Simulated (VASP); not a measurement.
**Ga: single point with LDA**

The system is Ga.

```
Ga
1.0
     2.58938    0.00000    0.00000
     0.00000    2.58938    0.00000
     0.00000    0.00000    2.58938
Ga
1
Direct
  0.00000 0.00000 0.00000
```

This cell differs from its parent crystal: volume scaled by 0.96.

```yaml
Program: VASP 6.6.1
Task: single point
Functional: LDA
Potentials_or_basis: VASP PAW LDA potentials, release 64 (Ga_d)
Cutoff: 520 eV
k_mesh: 13 × 13 × 13
Occupations: fermi-dirac, width 0.1 eV
Spin: no spin polarisation
Dipole_correction: no
Further_INCAR_settings: ALGO = Normal; EDIFF = 1e-06; NBANDS = 12
```

| Item | Value |
| --- | --- |
| Pressure | 2.8 GPa |

Levels at points of the mesh, in eV from the Fermi level:
| k point | band 4 | band 5 | band 6 | band 7 | band 8 | band 9 |
| --- | --- | --- | --- | --- | --- | --- |
| (0.00, 0.00, 0.00) | -14.69 | -14.69 | -11.58 | 9.91 | 9.91 | 9.91 |

Run time: 4.8 s on 1 thread of AMD EPYC 9R45 96-Core Processor (Zen 5), on a shared host, peak memory 0.09 GiB.
